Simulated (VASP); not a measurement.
Runs of VASP 6.6.1 on MgS. The structure is that of space group P6_3mc (No. 186), or close to it. The cells are those of the table. 

```csv
cell,k mesh,smearing,gap on the mesh (eV),pressure (GPa),largest force (eV/Å)
"a = 4.041, b = 4.041, c = 13.080 Å, angles 90.0, 90.0, 120.0°, 8 atoms",6 × 6 × 1,gaussian 0.1 eV,3.37,-0.1,0.01
"a = 4.041, b = 4.041, c = 13.080 Å, angles 90.0, 90.0, 120.0°, 8 atoms",6 × 6 × 2,gaussian 0.1 eV,3.37,-0.2,-
"a = 4.041, b = 4.041, c = 13.080 Å, angles 90.0, 90.0, 120.0°, 8 atoms",6 × 6 × 2,gaussian 0.02 eV,3.37,-0.2,-
"a = 4.000, b = 4.000, c = 12.948 Å, angles 90.0, 90.0, 120.0°, 8 atoms",6 × 6 × 2,gaussian 0.02 eV,3.52,1.6,0.01
"a = 4.168, b = 4.168, c = 13.520 Å, angles 90.0, 90.0, 120.0°, 8 atoms",6 × 6 × 2,gaussian 0.02 eV,2.92,(b),-
"a = 3.872, b = 3.872, c = 12.646 Å, angles 90.0, 90.0, 120.0°, 8 atoms",6 × 6 × 2,gaussian 0.1 eV,4.01,8.2,0.08
"a = 3.919, b = 3.919, c = 12.655 Å, angles 90.0, 90.0, 120.0°, 8 atoms",6 × 6 × 2,gaussian 0.02 eV,(c),6.2,0.01
"a = 4.081, b = 4.081, c = 13.210 Å, angles 90.0, 90.0, 120.0°, 8 atoms",6 × 6 × 2,gaussian 0.02 eV,3.22,(a),-
"a = 3.960, b = 3.960, c = 12.803 Å, angles 90.0, 90.0, 120.0°, 8 atoms",6 × 6 × 2,gaussian 0.02 eV,3.67,3.7,0.01
"a = 3.882, b = 3.882, c = 12.473 Å, angles 90.0, 90.0, 120.0°, 8 atoms",6 × 6 × 2,gaussian 0.02 eV,3.99,9.0,-
"a = 4.120, b = 4.120, c = 13.337 Å, angles 90.0, 90.0, 120.0°, 8 atoms",6 × 6 × 2,gaussian 0.02 eV,3.09,-3.0,0.01
```

Alike in all rows: task single point; level PBE; potentials or basis VASP PAW PBE potentials, release 64 (Mg, S); no spin polarisation; cutoff (eV) 520.

**Question.** Estimate the missing entries.

**Answer.** (a) -1.7; (b) -4.5; (c) 3.84.

Caveats: some runs use coarse meshes.

A k mesh can miss the band edges.
